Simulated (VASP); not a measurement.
# Te in VASP: settings compared, part 2 of 2

VASP 6.6.1. The steps go on from the part before.

### Step 4. Relaxation of cell and atoms, PBE+D3(BJ)

This run uses another cell than the first one, of 35.20 Å³/atom.

INCAR

```
SYSTEM = Te
PREC = Accurate
ENCUT = 600
EDIFF = 1E-6
ISMEAR = -1
SIGMA = 0.05
LREAL = .False.
LASPH = .True.
NELM = 80
ALGO = Normal
ISIF = 3
LWAVE = .False.
LCHARG = .False.
GGA = PE
IVDW = 12
IBRION = 2
NSW = 60
EDIFFG = -0.01
```

KPOINTS

```
Automatic mesh
0
Gamma
  10 10 10
  0 0 0
```

POSCAR

```
Te
1.0
   -2.9577914636      3.8759656627      1.5351528885
    2.9577914636     -3.8759656627      1.5351528885
    2.9577914636      3.8759656627     -1.5351528885
Te
2
Direct
    0.0009290200      0.7509290200      0.2500000000
    0.9990709800      0.2490709800      0.7500000000
```

Launch:

```console
$ cat potpaw_PBE.64/Te/POTCAR > POTCAR
$ mpirun -np 1 vasp_std > vasp.out
```

It took 40 min on 1 thread of Oxide Virtual Turin-like, shared host; peak memory 0.34 GiB.

Results (log left out):

```yaml
Free_energy: -6.8709 eV
Relaxed_volume: 30.24 Å³/atom
Relaxed_cell: a = 4.679 Å, b = 4.679 Å, c = 4.679 Å, α = 98.74°, β = 93.95°, γ = 141.18°
Space_group_after_relaxing_to_0.1_Å: Cmmm (No. 65)
Energy_gained_by_relaxing: 32.4 meV/atom
Ionic_steps: 16
Pressure_after_relaxing: 0.0 GPa
Band_gap_on_the_k_mesh: zero (bands 6 and 7 overlap by 3.48 eV)
Dispersion_energy_per_atom: -0.486 eV
```

The path:
```csv
step,energy change (eV),largest force (eV/Å),pressure (GPa),volume (Å³)
1,0.0000,0.0024,-1.38,70.40
2,-0.0202,0.0026,0.11,67.34
3,-0.0202,0.0026,0.13,67.31
4,-0.0373,0.0023,0.05,65.83
5,-0.0495,0.0021,0.21,64.05
6,-0.0542,0.0021,1.22,60.39
7,-0.0488,0.0015,-1.91,63.00
8,-0.0608,0.0017,-0.24,61.50
9,-0.0608,0.0017,-0.23,61.48
10,-0.0608,0.0018,-0.06,61.36
11,-0.0608,0.0018,-0.19,61.46
12,-0.0624,0.0016,-0.25,61.25
13,-0.0641,0.0012,-0.30,60.61
14,-0.0644,0.0013,-0.29,60.83
15,-0.0630,0.0011,0.73,59.67
16,-0.0647,0.0012,0.00,60.48
```

Final structure:
```yaml
crystal:
  lattice:
    - [-3.04658, 3.19235, 1.55466]
    - [3.04658, -3.19235, 1.55466]
    - [3.04658, 3.19235, -1.55466]
  atoms:
    - { symbol: Te, position: [0.00038, 0.75038, 0.25000] }
    - { symbol: Te, position: [0.99962, 0.24962, 0.75000] }
```

Levels at points of the mesh, in eV from the Fermi level:
| k point | band 3 | band 4 | band 5 | band 6 | band 7 | band 8 | band 9 | band 10 |
| --- | --- | --- | --- | --- | --- | --- | --- | --- |
| (0.00, 0.00, 0.00) | -5.02 | -3.85 | 0.54 | 2.13 | 2.17 | 2.88 | 3.34 | 5.90 |
| (0.50, 0.00, 0.00) | -6.07 | -4.18 | -4.09 | -1.01 | 0.80 | 2.47 | 4.06 | 4.34 |
| (0.00, 0.50, 0.00) | -4.80 | -4.80 | -1.56 | -1.55 | -0.50 | -0.49 | 5.94 | 5.95 |
| (0.50, 0.50, 0.00) | -2.53 | -2.53 | -2.29 | -2.29 | 2.89 | 2.89 | 7.55 | 7.55 |
| (0.50, 0.50, 0.50) | -6.39 | -5.89 | 1.55 | 2.29 | 3.38 | 4.63 | 6.31 | 8.91 |

Caveat: spin-orbit coupling is left out, which moves the levels of the heavy elements.

### Step 5. Relaxation of cell and atoms, PBE+D4

This run uses another cell than the first one, of 35.20 Å³/atom.

INCAR

```
SYSTEM = Te
ALGO = Normal ; EDIFF = 1E-7
EDIFFG = -0.01 ; ENCUT = 600
GGA = PE ; IBRION = 2
ISIF = 3 ; ISMEAR = -1
IVDW = 13 ; LASPH = .TRUE.
LCHARG = .FALSE. ; LREAL = .FALSE.
LWAVE = .FALSE. ; NELM = 100
NSW = 60 ; PREC = Accurate
SIGMA = 0.05
```

KPOINTS

```
k-points
0
G
  10 10 10
  0 0 0
```

POSCAR is that of step 4.

Launch:

```console
$ cat potpaw_PBE.64/Te/POTCAR > POTCAR
$ mpirun -np 1 vasp_std > vasp.out
```

Run time: 54 min. Hardware: 1 thread of Oxide Virtual Turin-like, shared host; peak memory 0.34 GiB.

Results (log left out):

- Free energy: -6.9612 eV
- Relaxed volume: 30.22 Å³/atom
- Relaxed cell: a = 4.678 Å, b = 4.678 Å, c = 4.678 Å, α = 98.74°, β = 93.95°, γ = 141.19°
- Space group after relaxing (to 0.1 Å): Cmmm (No. 65)
- Energy gained by relaxing: 35.8 meV/atom
- Ionic steps: 16
- Pressure after relaxing: 0.0 GPa
- Band gap on the k mesh: zero (bands 6 and 7 overlap by 3.48 eV)
- Dispersion energy per atom: -0.532 eV

The path:
```tsv
step	energy change (eV)	largest force (eV/Å)	pressure (GPa)	volume (Å³)
1	0.0000	0.0024	-1.50	70.40
2	-0.0232	0.0026	0.15	67.09
3	-0.0233	0.0026	0.19	67.03
4	-0.0429	0.0023	0.09	65.46
5	-0.0584	0.0022	0.34	63.25
6	-0.0593	0.0019	2.03	58.65
7	-0.0649	0.0016	0.11	59.70
8	-0.0673	0.0017	0.79	59.30
9	-0.0711	0.0017	0.20	60.03
10	-0.0715	0.0016	-0.04	60.35
11	-0.0715	0.0016	-0.05	60.37
12	-0.0716	0.0015	-0.02	60.38
13	-0.0716	0.0015	0.01	60.39
14	-0.0716	0.0014	0.06	60.40
15	-0.0716	0.0014	0.03	60.39
16	-0.0716	0.0014	-0.01	60.44
```

Final structure:
```
Te
1.0
    -3.04594    3.19149    1.55424
     3.04594   -3.19149    1.55424
     3.04594    3.19149   -1.55424
Te
2
Direct
  0.00042 0.75042 0.25000
  0.99958 0.24958 0.75000
```

Levels at points of the mesh, in eV from the Fermi level:
```
           k point  band 4  band 5  band 6  band 7  band 8  band 9
(0.00, 0.00, 0.00)   -3.86    0.54    2.13    2.18    2.89    3.34
(0.50, 0.00, 0.00)   -4.18   -4.09   -1.01    0.80    2.47    4.06
(0.00, 0.50, 0.00)   -4.80   -1.56   -1.55   -0.50   -0.49    5.94
(0.50, 0.50, 0.00)   -2.53   -2.29   -2.29    2.90    2.90    7.55
(0.50, 0.50, 0.50)   -5.90    1.55    2.29    3.38    4.63    6.31
```

Caveat: spin-orbit coupling is left out, which moves the levels of the heavy elements.

### Step 6. Overview

| task | level | cell | cutoff (eV) | gap on the mesh (eV) | pressure (GPa) | relaxed volume (Å³/atom) |
| --- | --- | --- | --- | --- | --- | --- |
| single point | PBE+D3(BJ) | a = 4.767 Å, angles 102.2, 90.0, 142.1°, 2 atoms | 520 | none | -0.3 | - |
| relaxation of cell and atoms | PBE | relaxed from a = 5.112 Å, angles 109.3, 81.4, 145.0°, 2 atoms | 600 | none | 0.0 | 35.91 |
| relaxation of cell and atoms | PBE+D3(BJ) | relaxed from a = 5.112 Å, angles 109.3, 81.4, 145.0°, 2 atoms | 600 | none | 0.0 | 30.24 |
| relaxation of cell and atoms | PBE+D4 | relaxed from a = 5.112 Å, angles 109.3, 81.4, 145.0°, 2 atoms | 600 | none | 0.0 | 30.22 |

Alike in all rows: potentials or basis VASP PAW PBE potentials, release 64 (Te); no spin polarisation; k mesh 10 × 10 × 10; smearing fermi-dirac 0.05 eV.

Caveats: spin-orbit coupling is left out, which moves the levels of the heavy elements; three body term missing (at least some runs).

Absolute energies hang on the potentials; compare differences alone.
